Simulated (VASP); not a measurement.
# W (I4/mmm) in VASP: a series of runs, part 2 of 2

VASP 6.6.1.

**3. Single point, LDA (strain -0.0750 x Voigt [0, 1, 0, 0, 0, 0])**

INCAR reads:

```
SYSTEM = W
  PREC = Accurate
  ENCUT = 520
  EDIFF = 1E-6
  ISMEAR = 0
  SIGMA = 0.15
  LREAL = .FALSE.
  LASPH = .TRUE.
  NELM = 100
  ALGO = Normal
  ISIF = 2
  LWAVE = .FALSE.
  LCHARG = .FALSE.
  NBANDS = 13
```

KPOINTS reads:

```
Automatic mesh
0
G
  20 20 20
  0 0 0
```

POSCAR reads:

```
W
1.0
    0.0000000000      1.8777500000      2.0300000000
    2.0300000000      0.0000000000      2.0300000000
    2.0300000000      1.8777500000      0.0000000000
W
1
Direct
    0.0000000000      0.0000000000      0.0000000000
```

Potentials or basis: VASP PAW LDA potentials, release 64 (W_sv).

Command:

```
> cat potpaw_LDA.64/W_sv/POTCAR > POTCAR
> mpirun -np 1 vasp_std > vasp.out
```

OUTCAR:

```text
SYSTEM = W
   PREC = Accurate
   ENCUT = 520
   EDIFF = 1E-6
   ISMEAR = 0
   LREAL = .FALSE.
   LASPH = .TRUE.
   NELM = 100
   ISIF = 2

 ion  position               nearest neighbor table
   1  0.000  0.000  0.000-

  LATTYP: Found a body centered tetragonal cell.
 ALAT       =     2.8708535316
 C/A-ratio  =     1.3081475452

  Lattice vectors:

 A1 = (   0.0000000000,  -1.8777500000,   2.0300000000)
 A2 = (   0.0000000000,  -1.8777500000,  -2.0300000000)
 A3 = (   2.0300000000,   1.8777500000,   0.0000000000)

Analysis of symmetry for initial positions (statically):
=====================================================================
 Subroutine PRICEL returns:
 Original cell was already a primitive cell.

 Routine SETGRP: Setting up the symmetry group for a
 body centered tetragonal supercell.

 Subroutine GETGRP returns: Found 16 space group operations
 (whereof 16 operations were pure point group operations)
 out of a pool of 16 trial point group operations.

The static configuration has the point symmetry D_4h.

Analysis of symmetry for dynamics (positions and initial velocities):
=====================================================================
 Subroutine PRICEL returns:
 Original cell was already a primitive cell.

 Routine SETGRP: Setting up the symmetry group for a
 body centered tetragonal supercell.

 Subroutine GETGRP returns: Found 16 space group operations
 (whereof 16 operations were pure point group operations)
 out of a pool of 16 trial point group operations.

The dynamic configuration has the point symmetry D_4h.

 Subroutine INISYM returns: Found 16 space group operations
 (whereof 16 operations are pure point group operations),
 and found     1 'primitive' translations

----------------------------------------------------------------------------------------

                                     Primitive cell

  volume of cell :      15.4760

  direct lattice vectors                    reciprocal lattice vectors
     0.000000000  1.877750000  2.030000000    -0.246305419  0.266276128  0.246305419
     2.030000000  0.000000000  2.030000000     0.246305419 -0.266276128  0.246305419
     2.030000000  1.877750000  0.000000000     0.246305419  0.266276128 -0.246305419

  length of vectors
     2.765292943  2.870853532  2.765292943     0.438446913  0.438446913  0.438446913

  position of ions in fractional coordinates (direct lattice)
     0.000000000  0.000000000  0.000000000

  ion indices of the primitive-cell ions
   primitive index   ion index
                 1           1

----------------------------------------------------------------------------------------

 KPOINTS: Automatic mesh

Automatic generation of k-mesh.
 Grid dimensions read from file:
 generate k-points for:   20   20   20

 Generating k-lattice:

  Cartesian coordinates                     Fractional coordinates (reciprocal lattice)
    -0.012315271  0.013313806  0.012315271     0.050000000  0.000000000  0.000000000
     0.012315271 -0.013313806  0.012315271    -0.000000000  0.050000000 -0.000000000
     0.012315271  0.013313806 -0.012315271     0.000000000  0.000000000  0.050000000

  Length of vectors
     0.021922346  0.021922346  0.021922346

  Shift w.r.t. Gamma in fractional coordinates (k-lattice)
     0.000000000  0.000000000  0.000000000

 Subroutine IBZKPT returns following result:
 ===========================================

 Found    641 irreducible k-points:

 Following reciprocal coordinates:
            Coordinates               Weight
  0.000000  0.000000  0.000000      1.000000
  0.050000  0.000000  0.000000      8.000000
  0.100000  0.000000 -0.000000      8.000000
  0.150000  0.000000 -0.000000      8.000000
  0.200000  0.000000 -0.000000      8.000000
  0.250000  0.000000 -0.000000      8.000000
[... 16 lines left out ...]
 -0.400000  0.050000  0.000000     16.000000
 -0.350000  0.050000  0.000000     16.000000
 [... further k-points ...]
   k-points           NKPTS =    641   k-points in BZ     NKDIM =    641   number of bands    NBANDS=     13
   number of dos      NEDOS =    301   number of ions     NIONS =      1
   total plane-waves  NPLWV =  13824
   dimension x,y,z NGX =    24 NGY =   24 NGZ =   24
   dimension x,y,z NGXF=    48 NGYF=   48 NGZF=   48
   ions per type =               1
   NGX,Y,Z   is equivalent  to a cutoff of  14.43, 13.90, 14.43 a.u.
   NGXF,Y,Z  is equivalent  to a cutoff of  28.86, 27.80, 28.86 a.u.
 SYSTEM =  W
   PREC   = accura    normal or accurate (medium, high low for compatibility)
   ISTART =      0    job   : 0-new  1-cont  2-samecut
   ICHARG =      2    charge: 1-file 2-atom 10-const
   ISPIN  =      1    spin polarized calculation?
   LNONCOLLINEAR =      F non collinear calculations
   LSORBIT =      F    spin-orbit coupling
   LASPH  =      T    aspherical Exc in radial PAW
   ENCUT  =  520.0 eV  38.22 Ry    6.18 a.u.   5.14  5.34  5.14*2*pi/ulx,y,z
   NELM   =    100;   NELMIN=  2; NELMDL= -5     # of ELM steps
   EDIFF  = 0.1E-05   stopping-criterion for ELM
   LREAL  =      F    real-space projection
   EDIFFG = 0.1E-04   stopping-criterion for IOM
   NSW    =      0    number of steps for IOM
   IBRION =     -1    ionic relax: 0-MD 1-quasi-New 2-CG
   NFREE  =      0    steps in history (QN), initial steepest desc. (CG)
   ISIF   =      2    stress and relaxation
   ISYM   =      2    0-nonsym 1-usesym 2-fastsym
   POTIM  = 0.5000    time-step for ionic-motion
   TEBEG  =    0.0;   TEEND  =   0.0 temperature during run
   PSTRESS=    0.0 pullay stress
   NELECT =      14.0000    total number of electrons
   NUPDOWN=      -1.0000    fix difference up-down
   EMIN   =  10.00;   EMAX   =-10.00  energy-range for DOS
   EFERMI =   0.00;   METHOD = LEGACY
   ISMEAR =     0;   SIGMA  =   0.15  broadening in eV -4-tet -1-fermi 0-gaus
   EFERMI_NEDOS =   21; number of points for ismear=-14 and -15
   IALGO  =     38    algorithm
   IMIX   =      4    mixing-type and parameters
     AMIX     =   0.40;   BMIX     =  1.00
     AMIX_MAG =   1.60;   BMIX_MAG =  1.00
  volume/ion in A,a.u.               =      15.48       104.44
  Fermi-wavevector in a.u.,A,eV,Ry     =   1.583304  2.992010 34.107773  2.506851
  Thomas-Fermi vector in A             =   2.683095
   LORBIT       =      0    0 simple, 1 ext, 2 COOP (PROOUT), +10 PAW based schemes
   GGA     = CA    functional components
   LHFCALC =     F    Hartree Fock is set to
   AEXX    =    0.0000 exact exchange contribution
   IVDW    =     0    specifies the selected vdW correction
   LEPSILON=     F    determine dielectric tensor
   LRPA    =     F    only Hartree local field effects (RPA)
 non-spin polarized calculation
 Gauss-broadening in eV      SIGMA  =   0.15
  energy-cutoff  :      520.00
  volume of cell :       15.48
 maximum number of plane-waves:       435
 NGX is ok and might be reduce to    24
   NGX = 11   NGY = 11   NGZ = 11

 number of electron      13.9999999 magnetization

 Free energy of the ion-electron system (eV)
  ---------------------------------------------------
  ext. energy  EPLUGINS =         0.00000000
  ---------------------------------------------------
  free energy    TOTEN  =       -13.67408138 eV

  energy without entropy =      -13.66320529  energy(sigma->0) =      -13.66864334

 E-fermi :  11.3416     XC(G=0): -13.9547

 val. band max:       11.3412971034   @ k =   0.1500   0.5000   0.0500
 cond. band min:      11.3421328592   @ k =   0.1500  -0.2000   0.1000
 fundamental gap:      0.0008357558
 Fermi energy:        11.3416038499

 k-point     1 :       0.0000    0.0000    0.0000
  band No.  band energies     occupation
      1     -61.9559      2.00000
      2     -25.7561      2.00000
      3     -25.7561      2.00000
      4     -25.7172      2.00000
      5       1.9903      2.00000
      6      10.2222      2.00000
      7      10.2222      2.00000
      8      11.2613      1.55081
      9      13.0580      0.00000
     10      14.5403      0.00000
     11      24.2278      0.00000
     12      28.6867      0.00000
     13      28.6867      0.00000
[... 353 lines left out ...]
 k-point    24 :      -0.3500    0.0500    0.0000
  band No.  band energies     occupation
      1     -61.8334      2.00000
      2     -26.9463      2.00000
      3     -26.0032      2.00000
      4     -25.8284      2.00000
      5       5.3168      2.00000
      6       9.8949      2.00000
      7      10.4834      2.00000
      8      11.2472      1.62641
      9      14.9757      0.00000
     10      16.1429      0.00000
     11      23.1491      0.00000
     12      26.5060      0.00000
     13      31.9369      0.00000

 [... further k-points ...]
[... 5 lines left out ...]
  --------------------------------------------------------------------------------------
  -------------------------------------------------------------------------------------
  Total        1.3146765     -0.9181415      1.3146765      0.0000000     -0.0000000      0.0000000
  in kB      136.1036101    -95.0518045    136.1036101      0.0000000     -0.0000000      0.0000000
  external PRESSURE =      59.0518053 kB  Pullay stress =       0.0000000 kB

 VOLUME and BASIS-vectors are now :
 -----------------------------------------------------------------------------
  energy-cutoff  :      520.00
  volume of cell :       15.48
      direct lattice vectors                 reciprocal lattice vectors
     0.000000000  1.877750000  2.030000000    -0.246305419  0.266276128  0.246305419
     2.030000000  0.000000000  2.030000000     0.246305419 -0.266276128  0.246305419
     2.030000000  1.877750000  0.000000000     0.246305419  0.266276128 -0.246305419

 POSITION                                       TOTAL-FORCE (eV/Angst)
 -----------------------------------------------------------------------------------
      0.00000      0.00000      0.00000        -0.000000     -0.000000      0.000000
 -----------------------------------------------------------------------------------
    total drift:                               -0.000000      0.000000      0.000000

  FREE ENERGIE OF THE ION-ELECTRON SYSTEM (eV)
  ---------------------------------------------------
  free  energy   TOTEN  =       -13.6740813801 eV

  energy  without entropy=      -13.6632052948  energy(sigma->0) =      -13.66864334
```

OSZICAR:

```text
N       E                     dE             d eps       ncg     rms          rms(c)
DAV:   1     0.833901081596E+02    0.83390E+02   -0.74763E+03 16754   0.123E+03
DAV:   2    -0.126529144092E+02   -0.96043E+02   -0.92384E+02 18556   0.316E+02
DAV:   3    -0.142968478606E+02   -0.16439E+01   -0.16366E+01 18616   0.400E+01
DAV:   4    -0.143034560199E+02   -0.66082E-02   -0.66079E-02 18551   0.279E+00
DAV:   5    -0.143035089935E+02   -0.52974E-04   -0.52973E-04 18776   0.236E-01    0.215E+01
DAV:   6    -0.138089286009E+02    0.49458E+00   -0.39508E-01 17696   0.803E+00    0.870E+00
DAV:   7    -0.136793311627E+02    0.12960E+00   -0.19445E-01 18821   0.523E+00    0.422E-01
DAV:   8    -0.136741021562E+02    0.52290E-02   -0.43281E-03 16956   0.888E-01    0.589E-02
DAV:   9    -0.136740769373E+02    0.25219E-04   -0.62194E-05 19940   0.879E-02    0.425E-02
DAV:  10    -0.136740814048E+02   -0.44675E-05   -0.46557E-06 17851   0.276E-02    0.358E-03
DAV:  11    -0.136740813801E+02    0.24625E-07   -0.10791E-07  9578   0.376E-03
   1 F= -.13674081E+02 E0= -.13668643E+02  d E =-.108761E-01
```

Run time: 66 s. Hardware: 1 thread of AMD EPYC 9R45 (Zen 5), shared host; peak memory 0.2 GiB.

Results:

| Quantity | Value |
| --- | --- |
| Free energy | -13.6741 eV |
| Pressure | 5.9 GPa |
| Band gap on the k mesh | zero (band 7 reaches 15.85 eV, above the bottom of band 8 at 10.59 eV) |

Levels at points of the mesh, in eV from the Fermi level:
```tsv
k point	band 4	band 5	band 6	band 7	band 8	band 9	band 10	band 11
(0.00, 0.00, 0.00)	-37.06	-9.35	-1.12	-1.12	-0.08	1.72	3.20	12.89
(0.50, 0.00, 0.00)	-37.19	-6.06	-1.69	-0.41	0.85	4.82	5.66	11.11
(0.50, 0.50, 0.00)	-37.45	-6.07	-4.92	2.87	5.06	5.41	6.60	11.93
(0.50, 0.00, 0.50)	-37.73	-6.02	-5.22	4.51	5.17	6.10	6.10	11.40
```

Caveat: the cell differs from its parent crystal (strain -0.0750 x Voigt [0, 1, 0, 0, 0, 0]); spin-orbit coupling is left out, which moves the levels of the heavy elements.
